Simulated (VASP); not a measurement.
The system is HgTe.

```xyz
2
Lattice="0.0110 3.3001 3.3001 3.3001 0.0110 3.3001 3.3001 3.3001 0.0110" Properties=species:S:1:pos:R:3 pbc="T T T"
Hg    0.0022    0.0022    0.0022
Te    1.6506    1.6506    1.6506
```

This cell differs from its parent crystal: strain along [111] +0.5%.

Base run:

| Quantity | Value |
| --- | --- |
| Program | VASP 6.6.1 |
| Functional | r2SCAN |
| Potentials or basis | VASP PAW PBE potentials, release 64 (Hg, Te) |
| Cutoff | 520 eV |
| k mesh | 6 × 6 × 6 |
| Occupations | fermi-dirac, width 0.02 eV |
| Spin | no spin polarisation |

Its results: band gap on the k mesh zero (filled and empty bands touch); pressure -0.2 GPa.

Q: The run is repeated on the same cell with these changes: functional from r2SCAN to PBE; further incar settings from ALGO = Normal; EDIFF = 1e-07; NBANDS = 16 to ALGO = Normal; EDIFF = 1e-06; NBANDS = 16. What comes out?

A: Band gap on the k mesh zero (filled and empty bands touch); pressure 1.1 GPa.

Caveats: spin-orbit coupling is left out, which moves the levels of the heavy elements; the PAW data sets were made with another functional, which shifts forces and pressure a little (some runs).
